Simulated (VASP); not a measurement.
Write the native input for VASP 6.6.1 that does the following.

```
Task                   : single point
Functional             : r2SCAN
Potentials or basis    : VASP PAW PBE potentials, release 64 (C)
Cutoff                 : 520 eV
k mesh                 : 9 × 9 × 3
Occupations            : fermi-dirac, width 0.15 eV
Spin                   : no spin polarisation
Dipole correction      : no
Further INCAR settings : ALGO = Normal; EDIFF = 1e-06; NBANDS = 11
```

Slab: C, a slab with vacuum.

```
C
1.0
     2.42004   -0.05985    0.01249
    -1.26185    2.16080   -0.02952
     0.04334   -0.09328    8.36812
C
2
Direct
  0.32747 0.65034 0.00022
  0.65380 0.32071 0.99771
```

These files were run (other wordings do the same):

POSCAR

```
C
1.0
    2.4200400074     -0.0598494178      0.0124907488
   -1.2618460937      2.1607993743     -0.0295190350
    0.0433419968     -0.0932849587      8.3681205581
C
2
Direct
    0.3274700000      0.6503400000      0.0002200000
    0.6538000000      0.3207100000      0.9977100000
```

INCAR.step1

```
  PREC = Accurate
  ENCUT = 520
  ISMEAR = -1
  SIGMA = 0.15
  LREAL = F
  LASPH = T
  NELM = 60
  NBANDS = 11
  GGA = PE
  ALGO = Normal
  EDIFF = 1E-4
  LWAVE = T
  LCHARG = F
```

INCAR.step2

```
  PREC = Accurate
  ENCUT = 520
  EDIFF = 1E-6
  ISMEAR = -1
  SIGMA = 0.15
  LREAL = F
  LASPH = T
  NELM = 60
  ALGO = Normal
  ISIF = 2
  LWAVE = F
  LCHARG = F
  METAGGA = R2SCAN
  LMIXTAU = T
  NBANDS = 11
  ISTART = 1
```

KPOINTS

```
Automatic mesh
0
Gamma
  9 9 3
```

Potentials or basis: VASP PAW PBE potentials, release 64 (C).

Run with:

```bash
$ cat potpaw_PBE.64/C/POTCAR > POTCAR
$ cp INCAR.step1 INCAR
$ mpirun -np 1 vasp_std > vasp.out
$ cp INCAR.step2 INCAR
$ mpirun -np 1 vasp_std > vasp.out
```

Results of the run:

| Item | Value |
| --- | --- |
| Largest force | 1.019 eV/Å |
| Band gap on the k mesh | 0.54 eV, direct |

Caveat: the PAW data sets were made with another functional, which shifts forces and pressure a little.

Wall time 3.7 min on 1 thread of Intel(R) Xeon(R) 6975P-C (Granite Rapids), with other jobs on the host, peak memory 0.18 GiB.
